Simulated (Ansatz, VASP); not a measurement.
## BN: VASP beside Ansatz

The input INCAR:

```
PREC = Accurate
ENCUT = 600
EDIFF = 1E-6
ISMEAR = 0
SIGMA = 0.05
LREAL = F
LASPH = T
NELM = 120
ALGO = Normal
ISIF = 2
LWAVE = F
LCHARG = F
NBANDS = 11
GGA_COMPAT = F
```

KPOINTS

```
Automatic mesh
0
Gamma
  12 12 12
```

The input POSCAR:

```
BN
1.0
    1.2511217832      0.7223354983      3.3729344033
   -1.2511217832      0.7223354983      3.3729344033
    0.0000000000     -1.4446709967      3.3729344033
B N
1 1
Direct
    1.0095537916      1.0095537916      1.0095537916
    0.3327618000      0.3327618000      0.3327618000
```

Input for Ansatz:

```yaml
crystal:
  lattice:
    - [1.2511217832, 0.7223354983, 3.3729344033]
    - [-1.2511217832, 0.7223354983, 3.3729344033]
    - [0.0, -1.4446709967, 3.3729344033]
  atoms:
    - { symbol: B, position: [1.0095537916, 1.0095537916, 1.0095537916] }
    - { symbol: "N", position: [0.3327618, 0.3327618, 0.3327618] }
basis:
  ecutwfc: 420
kpoints:
  mp_grid: { grid: [12, 12, 12] }
hamiltonian:
  xc: lda
scf:
  occupations: { method: gaussian, width: 0.05 }
output:
  forces: true
  stress: true
  eigenvalues: true
```

Alike in both runs: task single point; functional LDA; k mesh 12 × 12 × 12; occupations gaussian, width 0.05 eV; no spin polarisation.

|  | VASP | Ansatz |
| --- | --- | --- |
| version | VASP 6.6.1 | Ansatz 0.2.0 |
| potentials or method | VASP PAW LDA potentials, release 64 (B, N), cutoff 600 eV | scalar-relativistic, plane waves, PAW |
| valence electrons in the cell | 8 | 8 |

Ansatz gave:

* gap on the k mesh at the Fermi level (eV): 4.21
* least direct gap on the mesh (eV): 4.58
* pressure (GPa): -5.0
* traceless stress, the component that is largest in VASP (GPa): 2.28
* rms of the force components (eV/Å): 0.769

Problem. What did VASP give for the same quantities?

Solution. gap on the k mesh at the Fermi level (eV): 4.20; least direct gap on the mesh (eV): 4.57; pressure (GPa): -4.8; traceless stress, the component that is largest in VASP (GPa): 1.77; rms of the force components (eV/Å): 0.769.

LDA's correlation is that of Perdew and Zunger in VASP and of Perdew and Wang (1992) in Ansatz. Atom by atom the forces differ by 0.001 eV/Å (rms over components).
